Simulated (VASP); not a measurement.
Input of a VASP 6.6.1 run:

Contents of INCAR:

```
SYSTEM = Ti
  PREC = Accurate
  ENCUT = 520
  EDIFF = 1E-7
  ISMEAR = -1
  SIGMA = 0.15
  LREAL = .FALSE.
  LASPH = .TRUE.
  NELM = 80
  ALGO = Normal
  ISIF = 2
  LWAVE = .FALSE.
  LCHARG = .TRUE.
  GGA = PS
  LELF = .TRUE.
  LVHAR = .TRUE.
  NBANDS = 12
```

Contents of KPOINTS:

```
Automatic mesh
0
G
  12 12 12
  0 0 0
```

POSCAR

```
Ti
1.0
   -1.6094171483      1.6094171483      1.6094171483
    1.6094171483     -1.6094171483      1.6094171483
    1.6094171483      1.6094171483     -1.6094171483
Ti
1
Direct
    0.0000000000      0.0000000000      0.0000000000
```

Potentials or basis: VASP PAW PBE potentials, release 64 (Ti_sv).

The run is started by

```bash
$ cat potpaw_PBE.64/Ti_sv/POTCAR > POTCAR
$ mpirun -np 1 vasp_std > vasp.out
```

Problem. What does it give for the band gap on the k mesh?

Solution. Zero (band 6 reaches 9.41 eV, above the bottom of band 7 at 7.76 eV).

Problem. What does it give for the pressure?

Solution. -0.3 GPa.

Caveat: the PAW data sets were made with another functional, which shifts forces and pressure a little.
